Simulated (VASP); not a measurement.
A run of VASP 6.6.1:

File INCAR:

```
SYSTEM = AlNi
PREC     = Accurate       ! precision mode
ENCUT    = 520            ! plane-wave cutoff, eV
EDIFF    = 1E-6           ! SCF threshold, eV
ISMEAR   = -1             ! smearing method
SIGMA    = 0.05           ! smearing width, eV
LREAL    = .FALSE.        ! projectors in reciprocal space
LASPH    = .TRUE.         ! aspherical terms in the spheres
NELM     = 150            ! most SCF steps
ALGO     = Normal         ! electronic algorithm
ISIF     = 2              ! what is computed and relaxed
LWAVE    = .FALSE.        ! write WAVECAR
LCHARG   = .FALSE.        ! write CHGCAR
ISPIN    = 2              ! spin polarisation
MAGMOM   = 1.2 0          ! initial moments
LORBIT   = 11             ! projections on sites
NUPDOWN  = 1.2            ! fixed moment
LMAXMIX  = 4              ! l up to which the mixer works
GGA      = PS             ! functional
NBANDS   = 18             ! bands
```

The input KPOINTS:

```
Automatic mesh
0
G
  8 8 8
  0 0 0
```

File POSCAR:

```
AlNi
1.0
    2.8810000000      0.0000000000      0.0000000000
    0.0000000000      2.8810000000      0.0000000000
    0.0000000000      0.0000000000      2.8810000000
Ni Al
1 1
Direct
    0.5000000000      0.5000000000      0.5000000000
    0.0000000000      0.0000000000      0.0000000000
```

Potentials or basis: VASP PAW PBE potentials, release 64 (Ni, Al).

Run with:

```bash
$ cat potpaw_PBE.64/Ni/POTCAR potpaw_PBE.64/Al/POTCAR > POTCAR
$ mpirun -np 1 vasp_std > vasp.out
```

Hardware: 1 thread of Intel Xeon 6975P-C, on a shared host.

Q: How long does it take, and how much memory?

A: Run time: 32 s on 1 thread of Intel Xeon 6975P-C, on a shared host, peak memory 0.16 GiB. Counts: scf iterations 14, k points 35.
